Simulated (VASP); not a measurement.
Wanted: the native input for a VASP 6.6.1 run.

```
Task                   : single point
Functional             : PBEsol
Potentials or basis    : VASP PAW PBE potentials, release 64 (Cu, O)
Cutoff                 : 520 eV
k mesh                 : 7 × 7 × 4
Occupations            : gaussian, width 0.05 eV
Spin                   : no spin polarisation
Dipole correction      : no
Further INCAR settings : ALGO = Normal; EDIFF = 1e-06; NBANDS = 25
```

The structure of CuO lies in POSCAR:

```
CuO
1.0
    2.8795009639      0.0000000000      0.0000000000
    0.0390727580      2.8792794796      0.0000000000
    0.0174953863      0.0172449008      5.1763391994
Cu O
2 2
Direct
    0.5000000000      0.0000000000      0.5000000000
    0.0000000000      0.5000000000      0.0000000000
    0.0015760300      0.9983282200      0.2501129000
    0.9984239700      0.0016717800      0.7498871000
```

These files were run (other wordings do the same):

INCAR

```
PREC     = Accurate       # precision mode
ENCUT    = 520            # plane-wave cutoff, eV
EDIFF    = 1E-6           # SCF threshold, eV
ISMEAR   = 0              # smearing method
SIGMA    = 0.05           # smearing width, eV
LREAL    = False          # projectors in reciprocal space
LASPH    = True           # aspherical terms in the spheres
NELM     = 80             # most SCF steps
ALGO     = Normal         # electronic algorithm
ISIF     = 2              # what is computed and relaxed
LWAVE    = False          # write WAVECAR
LCHARG   = False          # write CHGCAR
GGA      = PS             # functional
NBANDS   = 25             # bands
```

KPOINTS

```
Automatic mesh
0
Gamma
  7 7 4
```

Potentials or basis: VASP PAW PBE potentials, release 64 (Cu, O).

Launch:

```sh
$ cat potpaw_PBE.64/Cu/POTCAR potpaw_PBE.64/O/POTCAR > POTCAR
$ mpirun -np 1 vasp_std > vasp.out
```

It gave:

```json
{"Pressure": "-1.3 GPa", "Largest force": "0.013 eV/Å", "Band gap on the k mesh": "zero (band 17 reaches 5.77 eV, above the bottom of band 18 at 4.63 eV)"}
```

Caveat: the PAW data sets were made with another functional, which shifts forces and pressure a little; semilocal functionals often make such compounds metallic where correlation or magnetic order opens a gap, which also shifts bond lengths.

It took 39 s on 1 thread of Intel(R) Xeon(R) 6975P-C (Granite Rapids), with other jobs on the host, peak memory 0.22 GiB.
